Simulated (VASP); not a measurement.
Write the native input for VASP 6.6.1 that does the following.

* Task: relaxation of cell and atoms
* Functional: PBE
* Potentials or basis: VASP PAW PBE potentials, release 64 (K_sv, Mg, F)
* Cutoff: 600 eV
* k mesh: 6 × 6 × 6
* Occupations: gaussian, width 0.02 eV
* Spin: no spin polarisation
* Target pressure: -3 GPa
* Dipole correction: no
* Further INCAR settings: ALGO = Normal; EDIFF = 1e-07; IBRION = 2; EDIFFG = -0.008; NSW = 70; ISIF = 3

The structure of KMgF3 lies in POSCAR:

```
KMgF3
1.0
    4.0925550202      0.0000000000      0.0000000000
    0.0000000000      4.0925550202      0.0000000000
    0.0000000000      0.0000000000      4.0925550202
K Mg F
1 1 3
Direct
    0.5000000000      0.5000000000      0.5000000000
    0.0000000000      0.0000000000      0.0000000000
    0.0000000000      0.5000000000      0.0000000000
    0.0000000000      0.0000000000      0.5000000000
    0.5000000000      0.0000000000      0.0000000000
```

One way to write it, as run:

INCAR

```
SYSTEM = KMgF3
PREC = Accurate ; ENCUT = 600
EDIFF = 1E-7 ; ISMEAR = 0
SIGMA = 0.02 ; LREAL = .FALSE.
LASPH = .TRUE. ; NELM = 100
ALGO = Normal ; ISIF = 3
LWAVE = .FALSE. ; LCHARG = .FALSE.
GGA = PE ; IBRION = 2
NSW = 70 ; EDIFFG = -0.008
PSTRESS = -30.0
```

KPOINTS

```
Automatic mesh
0
G
  6 6 6
  0 0 0
```

Potentials or basis: VASP PAW PBE potentials, release 64 (K_sv, Mg, F).

Launch:

```console
$ cat potpaw_PBE.64/K_sv/POTCAR potpaw_PBE.64/Mg/POTCAR potpaw_PBE.64/F/POTCAR > POTCAR
$ mpirun -np 1 vasp_std > vasp.out
```

It gave:

| Quantity | Value |
| --- | --- |
| Relaxed volume | 13.89 Å³/atom |
| Relaxed cell | a = 4.110 Å, b = 4.110 Å, c = 4.110 Å, α = 90.00°, β = 90.00°, γ = 90.00° |
| Space group after relaxing (to 0.05 Å) | Pm-3m (No. 221) |
| Energy change on relaxing (the enthalpy is what falls) | +3.0 meV/atom |
| Ionic steps | 3 |
| Pressure after relaxing | -3.0 GPa |
| Band gap on the k mesh | 6.64 eV, indirect (least direct gap 6.96 eV) |

Caveat: the cell is relaxed towards a set pressure, so the enthalpy falls and the energy may rise.

Run time: 92 s on 1 thread of Intel(R) Xeon(R) Platinum 8259CL CPU @ 2.50GHz (Skylake/Cascade Lake), with other jobs on the host, peak memory 0.23 GiB.
